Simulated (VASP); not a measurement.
## HfO2: single point with r2SCAN

The system is HfO2.

```
CELL_PARAMETERS angstrom
4.83820 0.00000 0.00000
0.00000 4.83820 0.00000
0.00000 0.00000 3.22035
ATOMIC_POSITIONS crystal
Hf 0.00000 0.00000 0.04658
Hf 0.50000 0.50000 0.45342
O 0.19492 0.80508 0.51636
O 0.30508 0.30508 0.98364
O 0.69492 0.69492 0.98364
O 0.80508 0.19492 0.51636
```

This cell differs from its parent crystal: atoms displaced along a vibrational mode.

* Program: VASP 6.6.1
* Task: single point
* Functional: r2SCAN
* Potentials or basis: VASP PAW PBE potentials, release 64 (Hf_pv, O)
* Cutoff: 520 eV
* k mesh: 6 × 6 × 8
* Occupations: gaussian, width 0.05 eV
* Spin: no spin polarisation
* Dipole correction: no
* Further INCAR settings: ALGO = Normal; EDIFF = 1e-07; NBANDS = 31

```yaml
Pressure: -2.4 GPa
Largest_force: 0.997 eV/Å
Band_gap_on_the_k_mesh: 4.60 eV
```

Forces in eV/Å, atoms in the order of the input:
```
Hf   0.000  0.000 -0.997
Hf   0.000  0.000  0.997
O    0.141 -0.141 -0.061
O   -0.141 -0.141  0.061
O    0.141  0.141  0.061
O   -0.141  0.141 -0.061
```

Stress tensor (GPa, compression positive):
```
-2.46  0.00  0.00
 0.00 -2.46  0.00
 0.00  0.00 -2.30
```

Levels at points of the mesh, in eV from the valence-band top:
```tsv
k point	band 19	band 20	band 21	band 22	band 23	band 24	band 25	band 26
(0.00, 0.00, 0.00)	-0.81	-0.57	-0.57	0.00	4.60	4.74	5.79	6.08
(0.50, 0.00, 0.00)	-1.48	-1.48	-0.68	-0.68	5.10	5.10	6.85	6.85
(0.50, 0.50, 0.00)	-1.19	-1.19	-0.95	-0.95	4.81	4.81	6.20	6.20
(0.00, 0.00, 0.50)	-2.10	-2.01	-0.97	-0.97	5.97	6.21	6.59	6.59
(0.50, 0.00, 0.50)	-1.61	-1.61	-0.97	-0.97	4.78	4.78	6.84	6.84
(0.50, 0.50, 0.50)	-1.10	-1.10	-0.54	-0.54	5.65	5.65	6.44	6.44
```

Run time: 5.2 min on 1 thread of AMD EPYC 9R14 (Zen 4), with other jobs on the host, peak memory 0.21 GiB.

Caveat: the cell differs from its parent crystal (atoms displaced along a vibrational mode); the PAW data sets were made with another functional, which shifts forces and pressure a little; spin-orbit coupling is left out, which moves the levels of the heavy elements. A k mesh can miss the band edges.
